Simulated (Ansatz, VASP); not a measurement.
## Al4Cl in VASP and in Ansatz

INCAR

```
PREC     = Accurate       # precision mode
ENCUT    = 600            # plane-wave cutoff, eV
EDIFF    = 1E-6           # SCF threshold, eV
ISMEAR   = 0              # smearing method
SIGMA    = 0.1            # smearing width, eV
LREAL    = F              # projectors in reciprocal space
LASPH    = T              # aspherical terms in the spheres
NELM     = 100            # most SCF steps
ALGO     = Normal         # electronic algorithm
ISIF     = 3              # what is computed and relaxed
LWAVE    = F              # write WAVECAR
LCHARG   = F              # write CHGCAR
GGA      = PE             # functional
IBRION   = 2              # ionic algorithm
NSW      = 90             # ionic steps
EDIFFG   = -0.04          # ionic threshold
```

File KPOINTS:

```
Automatic mesh
0
Gamma
  4 4 4
```

The input POSCAR:

```
Al4Cl
1.0
   -2.9560961900      2.9560961900      2.9560961900
    2.9560961900     -2.9560961900      2.9560961900
    2.9560961900      2.9560961900     -2.9560961900
Al Cl
4 1
Direct
    0.5000000000      0.5000000000      0.5000000000
    0.0000000000      0.0000000000      0.5000000000
    0.0000000000      0.5000000000      0.0000000000
    0.5000000000      0.0000000000      0.0000000000
    0.0000000000      0.0000000000      0.0000000000
```

Input for Ansatz:

```yaml
crystal:
  lattice:
    - [-2.95609619, 2.95609619, 2.95609619]
    - [2.95609619, -2.95609619, 2.95609619]
    - [2.95609619, 2.95609619, -2.95609619]
  atoms:
    - { symbol: Al, position: [0.5, 0.5, 0.5] }
    - { symbol: Al, position: [0.0, 0.0, 0.5] }
    - { symbol: Al, position: [0.0, 0.5, 0.0] }
    - { symbol: Al, position: [0.5, 0.0, 0.0] }
    - { symbol: Cl, position: [0.0, 0.0, 0.0] }
basis:
  ecutwfc: 420
kpoints:
  mp_grid: { grid: [4, 4, 4] }
hamiltonian:
  xc: pbe
scf:
  occupations: { method: gaussian, width: 0.1 }
  lower_state_search: "off"
output:
  forces: true
  stress: true
  eigenvalues: true
relax:
  adjacent_minimum: "off"
  f_tol: 0.04
  max_steps: 70
  cell: { stress_tol: 0.4 }
```

Alike in both runs: task relaxation of cell and atoms; functional PBE; k mesh 4 × 4 × 4; occupations gaussian, width 0.1 eV; no spin polarisation.

```csv
,VASP,Ansatz
version,VASP 6.6.1,Ansatz 0.2.0
potentials or method,"VASP PAW PBE potentials, release 64 (Al, Cl), cutoff 600 eV","scalar-relativistic, plane waves, PAW"
valence electrons in the cell,19,19
```

```csv
,VASP,Ansatz,Ansatz less VASP
"gap on the k mesh at the Fermi level, each at its own relaxed structure (eV)",none,none,-
relaxed volume (Å³/atom),24.26,24.28,+0.016
relaxed cell length with the largest relative difference (Å),5.401,5.403,+0.0012
```

A gap of «none» marks a metal or a gap that the smearing closes.

The k mesh is coarse, so the values compare programs but aren't converged. Noted on VASP's run: the volume moved by over 15 % at a fixed basis, so the end points are rough.
